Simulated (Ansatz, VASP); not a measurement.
**Two plane-wave programs on HfO2**

```xyz
12
Lattice="5.1572 0.0000 -0.0134 0.0000 5.2142 0.0000 -0.8765 0.0000 5.2691" Properties=species:S:1:pos:R:3 pbc="T T T"
Hf    1.2411    0.2206    1.0920
Hf    3.4779    2.8277    1.5292
Hf    3.0397    4.9935    4.1637
Hf    0.8028    2.3865    3.7265
O     0.0557    1.7312    1.8201
O     4.6633    4.3383    0.8010
O     4.2251    3.4830    3.4356
O    -0.3826    0.8759    4.4547
O     1.8902    3.9505    2.5132
O     2.8288    1.3434    0.1079
O     2.3905    1.2637    2.7424
O     1.4520    3.8708    5.1478
```

Alike in both runs: functional PBE; k mesh 4 × 4 × 4; occupations gaussian, width 0.1 eV; no spin polarisation.

Ansatz relaxed the structure, and its values are those at the end. VASP's run is a single point on that final structure, the one shown.

|  | VASP | Ansatz |
| --- | --- | --- |
| version | VASP 6.6.1 | Ansatz 0.2.0 |
| potentials or method | VASP PAW PBE potentials, release 64 (Hf_pv, O), cutoff 600 eV | scalar-relativistic, plane waves, PAW |
| valence electrons in the cell | 88 | 152 |

Ansatz gave:

- gap on the k mesh at the Fermi level (eV): 4.03
- least direct gap on the mesh (eV): 4.11
- pressure (GPa): 0.2
- rms of the force components (eV/Å): 0.017

Task: What did VASP give for the same quantities?

Result: gap on the k mesh at the Fermi level (eV): 3.98; least direct gap on the mesh (eV): 4.07; pressure (GPa): -3.1; rms of the force components (eV/Å): 0.042.

VASP's potentials hold 88 valence electrons a cell and Ansatz's 152, so a difference there can come from the potentials and not from the codes.

Neither program's run includes spin-orbit coupling.
